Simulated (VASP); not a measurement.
A run of VASP 6.6.1:

File INCAR:

```
SYSTEM = Cr
ALGO = Fast ; EDIFF = 1E-7
ENCUT = 520 ; GGA = PE
ISIF = 2 ; ISMEAR = 0
LASPH = .TRUE. ; LCHARG = .FALSE.
LREAL = .FALSE. ; LWAVE = .FALSE.
NBANDS = 12 ; NELM = 100
PREC = Accurate ; SIGMA = 0.15
```

The input KPOINTS:

```
k-points
0
G
  24 24 24
  0 0 0
```

POSCAR

```
Cr
1.0
   -1.4419500000      1.4599743750      1.4599743750
    1.4419500000     -1.4239256250      1.4239256250
    1.4419500000      1.4239256250     -1.4239256250
Cr
1
Direct
    0.0000000000      0.0000000000      0.0000000000
```

Potentials or basis: VASP PAW PBE potentials, release 64 (Cr_pv).

Command:

```sh
$ cat potpaw_PBE.64/Cr_pv/POTCAR > POTCAR
$ mpirun -np 1 vasp_std > vasp.out
```

Hardware: 1 thread of AMD EPYC 9R45 (Zen 5) (shared host).

Problem. How long does it take, and how much memory?

Solution. Run time: 2.2 min on 1 thread of AMD EPYC 9R45 (Zen 5), with other jobs on the host, peak memory 0.33 GiB. Counts: scf iterations 13, k points 1963.
